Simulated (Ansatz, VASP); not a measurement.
## RuAu: VASP beside Ansatz

```
Ru Au
1.0
     3.10438    0.00000    0.00000
     0.00000    3.10438    0.00000
     0.00000    0.00000    3.10438
Ru Au
1 1
Direct
  0.00000 0.00000 0.00000
  0.50000 0.50000 0.50000
```

Alike in both runs: task relaxation of cell and atoms; functional PBE; k mesh 6 × 6 × 6; occupations gaussian, width 0.1 eV; no spin polarisation.

```csv
,VASP,Ansatz
version,VASP 6.6.1,Ansatz 0.2.0
potentials or method,"VASP PAW PBE potentials, release 64 (Ru_pv, Au), cutoff 600 eV","scalar-relativistic, plane waves, PAW"
valence electrons in the cell,25,35
```

|  | VASP | Ansatz | Ansatz less VASP |
| --- | --- | --- | --- |
| gap on the k mesh at the Fermi level, each at its own relaxed structure (eV) | none | none | - |
| relaxed volume (Å³/atom) | 15.88 | 15.91 | +0.032 |
| relaxed cell length with the largest relative difference (Å) | 3.167 | 3.169 | +0.0021 |

A gap of «none» marks a metal or a gap that the smearing closes. VASP's potentials hold 25 valence electrons a cell and Ansatz's 35, so a difference there can come from the potentials and not from the codes.

Neither program's run includes spin-orbit coupling.
